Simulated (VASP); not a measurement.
# MgO (Fm-3m) in VASP: further runs

Runs on MgO. Level: LDA. Tasks: single point, relaxation of cell and atoms.

All numbers are computed with VASP 6.6.1; they aren't measurements. Logs are shortened: lines on timing, memory, paths and dates and some standing lists are left out, and cuts for length are marked.

**The experiment to reproduce.**

From “Electronic structure of alkaline earth and post-transition metal oxides”, 2009, arxiv:0908.1581, for a bulk crystal of MgO: band gap 7.83 eV.

How close the calculation comes is told below.

## (1) The cell of the first run

The structure is cubic, space group Fm-3m (No. 225). The conventional cell has a = 4.161 Å, b = 4.161 Å, c = 4.161 Å, α = 90.00°, β = 90.00°, γ = 90.00°. Within 2.8 Å of Mg (site symmetry m-3m) lie 6 O at 2.08 Å. Within 2.8 Å of O (site symmetry m-3m) lie 6 Mg at 2.08 Å.

## (2) Single point, LDA

Input file INCAR:

```
SYSTEM = MgO
  PREC = Accurate
  ENCUT = 840
  EDIFF = 1E-6
  ISMEAR = 0
  SIGMA = 0.02
  LREAL = .False.
  LASPH = .True.
  NELM = 120
  ALGO = Normal
  ISIF = 2
  LWAVE = .False.
  LCHARG = .False.
  NBANDS = 15
  GGA_COMPAT = .False.
```

Input file KPOINTS:

```
regular mesh
0
Gamma
  14 14 14
  0 0 0
```

Input file POSCAR:

```
MgO
1.0
    0.0000000000      2.0803345378      2.0803345378
    2.0803345378      0.0000000000      2.0803345378
    2.0803345378      2.0803345378      0.0000000000
Mg O
1 1
Direct
    0.0000000000      0.0000000000      0.0000000000
    0.5000000000      0.5000000000      0.5000000000
```

Potentials or basis: VASP PAW LDA potentials, release 64 (Mg_sv, O).

Started as:

```console
$ cat potpaw_LDA.64/Mg_sv/POTCAR potpaw_LDA.64/O/POTCAR > POTCAR
$ mpirun -np 1 vasp_std > vasp.out
```

OUTCAR:

```text
SYSTEM = MgO
   PREC = Accurate
   ENCUT = 840
   EDIFF = 1E-6
   ISMEAR = 0
   LREAL = .False.
   LASPH = .True.
   NELM = 120
   ISIF = 2

 ion  position               nearest neighbor table
   1  0.000  0.000  0.000-   2 2.08   2 2.08   2 2.08   2 2.08   2 2.08   2 2.08
   2  0.500  0.500  0.500-   1 2.08   1 2.08   1 2.08   1 2.08   1 2.08   1 2.08

  LATTYP: Found a face centered cubic cell.
 ALAT       =     4.1606690756

  Lattice vectors:

 A1 = (   0.0000000000,   2.0803345378,   2.0803345378)
 A2 = (   2.0803345378,   0.0000000000,   2.0803345378)
 A3 = (   2.0803345378,   2.0803345378,   0.0000000000)

Analysis of symmetry for initial positions (statically):
=====================================================================
 Subroutine PRICEL returns:
 Original cell was already a primitive cell.

 Routine SETGRP: Setting up the symmetry group for a
 face centered cubic supercell.

 Subroutine GETGRP returns: Found 48 space group operations
 (whereof 48 operations were pure point group operations)
 out of a pool of 48 trial point group operations.

The static configuration has the point symmetry O_h .

Analysis of symmetry for dynamics (positions and initial velocities):
=====================================================================
 Subroutine PRICEL returns:
 Original cell was already a primitive cell.

 Routine SETGRP: Setting up the symmetry group for a
 face centered cubic supercell.

 Subroutine GETGRP returns: Found 48 space group operations
 (whereof 48 operations were pure point group operations)
 out of a pool of 48 trial point group operations.

The dynamic configuration has the point symmetry O_h .

 Subroutine INISYM returns: Found 48 space group operations
 (whereof 48 operations are pure point group operations),
 and found     1 'primitive' translations

----------------------------------------------------------------------------------------

                                     Primitive cell

  volume of cell :      18.0065

  direct lattice vectors                    reciprocal lattice vectors
     0.000000000  2.080334538  2.080334538    -0.240345959  0.240345959  0.240345959
     2.080334538  0.000000000  2.080334538     0.240345959 -0.240345959  0.240345959
     2.080334538  2.080334538  0.000000000     0.240345959  0.240345959 -0.240345959

  length of vectors
     2.942037318  2.942037318  2.942037318     0.416291413  0.416291413  0.416291413

  position of ions in fractional coordinates (direct lattice)
     0.000000000  0.000000000  0.000000000
     0.500000000  0.500000000  0.500000000

  ion indices of the primitive-cell ions
   primitive index   ion index
                 1           1
                 2           2

----------------------------------------------------------------------------------------

 KPOINTS: regular mesh

Automatic generation of k-mesh.
 Grid dimensions read from file:
 generate k-points for:   14   14   14

 Generating k-lattice:

  Cartesian coordinates                     Fractional coordinates (reciprocal lattice)
    -0.017167569  0.017167569  0.017167569     0.071428571  0.000000000  0.000000000
     0.017167569 -0.017167569  0.017167569     0.000000000  0.071428571  0.000000000
     0.017167569  0.017167569 -0.017167569     0.000000000  0.000000000  0.071428571

  Length of vectors
     0.029735101  0.029735101  0.029735101

  Shift w.r.t. Gamma in fractional coordinates (k-lattice)
     0.000000000  0.000000000  0.000000000

 Subroutine IBZKPT returns following result:
 ===========================================

 Found    104 irreducible k-points:

 Following reciprocal coordinates:
            Coordinates               Weight
  0.000000  0.000000  0.000000      1.000000
  0.071429  0.000000  0.000000      8.000000
  0.142857  0.000000  0.000000      8.000000
  0.214286  0.000000  0.000000      8.000000
  0.285714  0.000000  0.000000      8.000000
  0.357143  0.000000  0.000000      8.000000
[... 16 lines left out ...]
  0.214286  0.142857  0.000000     24.000000
  0.285714  0.142857  0.000000     24.000000
 [... further k-points ...]
   k-points           NKPTS =    104   k-points in BZ     NKDIM =    104   number of bands    NBANDS=     15
   number of dos      NEDOS =    301   number of ions     NIONS =      2
   total plane-waves  NPLWV =  21952
   dimension x,y,z NGX =    28 NGY =   28 NGZ =   28
   dimension x,y,z NGXF=    56 NGYF=   56 NGZF=   56
   ions per type =               1   1
   NGX,Y,Z   is equivalent  to a cutoff of  15.82, 15.82, 15.82 a.u.
   NGXF,Y,Z  is equivalent  to a cutoff of  31.64, 31.64, 31.64 a.u.
 SYSTEM =  MgO
   PREC   = accura    normal or accurate (medium, high low for compatibility)
   ISTART =      0    job   : 0-new  1-cont  2-samecut
   ICHARG =      2    charge: 1-file 2-atom 10-const
   ISPIN  =      1    spin polarized calculation?
   LNONCOLLINEAR =      F non collinear calculations
   LSORBIT =      F    spin-orbit coupling
   LASPH  =      T    aspherical Exc in radial PAW
   ENCUT  =  840.0 eV  61.74 Ry    7.86 a.u.   6.95  6.95  6.95*2*pi/ulx,y,z
   NELM   =    120;   NELMIN=  2; NELMDL= -5     # of ELM steps
   EDIFF  = 0.1E-05   stopping-criterion for ELM
   LREAL  =      F    real-space projection
   EDIFFG = 0.1E-04   stopping-criterion for IOM
   NSW    =      0    number of steps for IOM
   IBRION =     -1    ionic relax: 0-MD 1-quasi-New 2-CG
   NFREE  =      0    steps in history (QN), initial steepest desc. (CG)
   ISIF   =      2    stress and relaxation
   ISYM   =      2    0-nonsym 1-usesym 2-fastsym
   POTIM  = 0.5000    time-step for ionic-motion
   TEBEG  =    0.0;   TEEND  =   0.0 temperature during run
   PSTRESS=    0.0 pullay stress
   NELECT =      16.0000    total number of electrons
   NUPDOWN=      -1.0000    fix difference up-down
   EMIN   =  10.00;   EMAX   =-10.00  energy-range for DOS
   EFERMI =   0.00;   METHOD = LEGACY
   ISMEAR =     0;   SIGMA  =   0.02  broadening in eV -4-tet -1-fermi 0-gaus
   EFERMI_NEDOS =   21; number of points for ismear=-14 and -15
   IALGO  =     38    algorithm
   IMIX   =      4    mixing-type and parameters
     AMIX     =   0.40;   BMIX     =  1.00
     AMIX_MAG =   1.60;   BMIX_MAG =  1.00
  volume/ion in A,a.u.               =       9.00        60.76
  Fermi-wavevector in a.u.,A,eV,Ry     =   1.573880  2.974202 33.702973  2.477099
  Thomas-Fermi vector in A             =   2.675098
   LORBIT       =      0    0 simple, 1 ext, 2 COOP (PROOUT), +10 PAW based schemes
   GGA     = CA    functional components
   LHFCALC =     F    Hartree Fock is set to
   AEXX    =    0.0000 exact exchange contribution
   IVDW    =     0    specifies the selected vdW correction
   LEPSILON=     F    determine dielectric tensor
   LRPA    =     F    only Hartree local field effects (RPA)
 non-spin polarized calculation
 Gauss-broadening in eV      SIGMA  =   0.02
  energy-cutoff  :      840.00
  volume of cell :       18.01
 maximum number of plane-waves:      1012
   NGX = 13   NGY = 13   NGZ = 13

 number of electron      15.9999996 magnetization

 Free energy of the ion-electron system (eV)
  ---------------------------------------------------
  ext. energy  EPLUGINS =         0.00000000
  ---------------------------------------------------
  free energy    TOTEN  =       -13.23348375 eV

  energy without entropy =      -13.23348375  energy(sigma->0) =      -13.23348375

 E-fermi :   3.1232     XC(G=0): -12.1250

 val. band max:        2.8522755255   @ k =   0.0000   0.0000   0.0000
 cond. band min:       7.8865710736   @ k =   0.0000   0.0000   0.0000
 fundamental gap:      5.0342955482
 Fermi energy:         3.1232441058

 k-point     1 :       0.0000    0.0000    0.0000
  band No.  band energies     occupation
      1     -68.3655      2.00000
      2     -35.8220      2.00000
      3     -35.8220      2.00000
      4     -35.8220      2.00000
      5     -14.3278      2.00000
      6       2.8523      2.00000
      7       2.8523      2.00000
      8       2.8523      2.00000
      9       7.8866      0.00000
     10      18.5822      0.00000
     11      18.5822      0.00000
     12      18.5822      0.00000
     13      22.7080      0.00000
     14      24.3866      0.00000
     15      24.3866      0.00000

 k-point     2 :       0.0714    0.0000    0.0000
  band No.  band energies     occupation
      1     -68.3648      2.00000
      2     -35.8273      2.00000
      3     -35.8225      2.00000
      4     -35.8225      2.00000
      5     -14.2657      2.00000
      6       2.4913      2.00000
      7       2.8138      2.00000
      8       2.8138      2.00000
      9       8.2248      0.00000
     10      17.8374      0.00000
     11      18.7159      0.00000
     12      18.7159      0.00000
     13      23.7187      0.00000
     14      23.9716      0.00000
     15      23.9716      0.00000

 k-point     3 :       0.1429    0.0000    0.0000
  band No.  band energies     occupation
      1     -68.3634      2.00000
      2     -35.8422      2.00000
      3     -35.8240      2.00000
      4     -35.8240      2.00000
      5     -14.0868      2.00000
      6       1.6345      2.00000
      7       2.7080      2.00000
      8       2.7080      2.00000
      9       8.9976      0.00000
     10      16.6346      0.00000
     11      19.0603      0.00000
     12      19.0603      0.00000
     13      23.3110      0.00000
     14      23.3110      0.00000
     15      25.2163      0.00000
[... 343 lines left out ...]
 k-point    23 :       0.2143    0.1429    0.0000
  band No.  band energies     occupation
      1     -68.3610      2.00000
      2     -35.8543      2.00000
      3     -35.8317      2.00000
      4     -35.8306      2.00000
      5     -13.8174      2.00000
      6       0.9023      2.00000
      7       2.3840      2.00000
      8       2.3853      2.00000
      9      10.0656      0.00000
     10      15.2028      0.00000
     11      19.4808      0.00000
     12      19.6609      0.00000
     13      20.6205      0.00000
     14      25.0969      0.00000
     15      27.6611      0.00000

 k-point    24 :       0.2857    0.1429    0.0000
  band No.  band energies     occupation
      1     -68.3589      2.00000
      2     -35.8735      2.00000
      3     -35.8347      2.00000
      4     -35.8330      2.00000
      5     -13.5481      2.00000
      6       0.1097      2.00000
      7       2.1712      2.00000
      8       2.2292      2.00000
      9      10.8173      0.00000
     10      14.6857      0.00000
     11      18.9298      0.00000
     12      19.9222      0.00000
     13      21.0174      0.00000
     14      25.1634      0.00000
     15      27.4911      0.00000

 [... further k-points ...]

------------------------ aborting loop because EDIFF is reached ----------------------------------------

  FORCE on cell =-STRESS in cart. coord.  units (eV):
  Direction    XX          YY          ZZ          XY          YZ          ZX
  --------------------------------------------------------------------------------------
  -------------------------------------------------------------------------------------
  Total        0.0484949      0.0484949      0.0484949      0.0000000     -0.0000000      0.0000000
  in kB        4.3149620      4.3149620      4.3149620      0.0000000     -0.0000000      0.0000000
  external PRESSURE =       4.3149620 kB  Pullay stress =       0.0000000 kB

 VOLUME and BASIS-vectors are now :
 -----------------------------------------------------------------------------
  energy-cutoff  :      840.00
  volume of cell :       18.01
      direct lattice vectors                 reciprocal lattice vectors
     0.000000000  2.080334538  2.080334538    -0.240345959  0.240345959  0.240345959
     2.080334538  0.000000000  2.080334538     0.240345959 -0.240345959  0.240345959
     2.080334538  2.080334538  0.000000000     0.240345959  0.240345959 -0.240345959

 POSITION                                       TOTAL-FORCE (eV/Angst)
 -----------------------------------------------------------------------------------
      0.00000      0.00000      0.00000        -0.000000     -0.000000     -0.000000
      2.08033      2.08033      2.08033         0.000000      0.000000      0.000000
 -----------------------------------------------------------------------------------
    total drift:                                0.000000      0.000000      0.000000

  FREE ENERGIE OF THE ION-ELECTRON SYSTEM (eV)
  ---------------------------------------------------
  free  energy   TOTEN  =       -13.2334837498 eV

  energy  without entropy=      -13.2334837498  energy(sigma->0) =      -13.23348375
```

Run time: 61 s. Hardware: 1 thread of AMD EPYC 7R43 (Zen 3), shared host; peak memory 0.14 GiB.

Results:

| Item | Value |
| --- | --- |
| Free energy | -13.2335 eV |
| Pressure | 0.4 GPa |
| Band gap on the k mesh | 5.03 eV |

## (3) Relaxation of cell and atoms, LDA

Input file INCAR:

```
PREC     = Accurate       # precision mode
ENCUT    = 840            # plane-wave cutoff, eV
EDIFF    = 1E-7           # SCF threshold, eV
ISMEAR   = 0              # smearing method
SIGMA    = 0.02           # smearing width, eV
LREAL    = False          # projectors in reciprocal space
LASPH    = True           # aspherical terms in the spheres
NELM     = 120            # most SCF steps
ALGO     = Normal         # electronic algorithm
ISIF     = 3              # what is computed and relaxed
LWAVE    = False          # write WAVECAR
LCHARG   = False          # write CHGCAR
IBRION   = 2              # ionic algorithm
NSW      = 100            # ionic steps
EDIFFG   = -0.002         # ionic threshold
GGA_COMPAT= False        
NELMIN   = 4
```

Input file KPOINTS:

```
regular mesh
0
Gamma
  14 14 14
```

Input file POSCAR:

```
MgO
1.0
    0.0000000000      2.0816499862      2.0816499862
    2.0816499862      0.0000000000      2.0816499862
    2.0816499862      2.0816499862      0.0000000000
Mg O
1 1
Direct
    0.0000000000      0.0000000000      0.0000000000
    0.5000000000      0.5000000000      0.5000000000
```

Potentials or basis: VASP PAW LDA potentials, release 64 (Mg_sv, O).

Started as:

```console
$ cat potpaw_LDA.64/Mg_sv/POTCAR potpaw_LDA.64/O/POTCAR > POTCAR
$ mpirun -np 1 vasp_std > vasp.out
```

Run time: 21 s. Hardware: 1 thread of Intel Xeon 6975P-C (Granite Rapids), shared host; peak memory 0.17 GiB.

It converged, with:

```
Free energy                           : -13.2337 eV
Relaxed volume                        : 9.03 Å³/atom
Relaxed cell                          : a = 2.945 Å, b = 2.945 Å, c = 2.945 Å, α = 60.00°, β = 60.00°, γ = 60.00°
Space group after relaxing (to 0.1 Å) : Fm-3m (No. 225)
Energy gained by relaxing             : 0.0 meV/atom
Ionic steps                           : 2
Pressure after relaxing               : 0.0 GPa
Band gap on the k mesh                : 5.01 eV
```

Final structure:
```
Mg O
1.0
     0.00000    2.08224    2.08224
     2.08224    0.00000    2.08224
     2.08224    2.08224    0.00000
Mg O
1 1
Direct
  0.00000 0.00000 0.00000
  0.50000 0.50000 0.50000
```

Levels at points of the mesh, in eV from the valence-band top:
```
           k point  band 5  band 6  band 7  band 8  band 9  band 10  band 11  band 12
(0.00, 0.00, 0.00)  -17.17    0.00    0.00    0.00    5.01    15.72    15.72    15.72
(0.50, 0.00, 0.00)  -15.69   -4.84   -0.71   -0.71    7.96    12.80    16.36    16.36
(0.50, 0.50, 0.00)  -15.45   -4.26   -1.41   -1.41    8.93    10.10    13.26    19.16
```

## (4) Against experiment

Step 2. A measured gap of MgO is 7.83 eV (quoted in “Electronic structure of alkaline earth and post-transition metal oxides”, 2009, arxiv:0908.1581); the calculated 5.03 eV misses it by -2.80 eV. The value is that of LDA on a finite k mesh, which can miss the band edges, without temperature or zero-point motion. Semilocal functionals fall short of measured gaps as a rule.
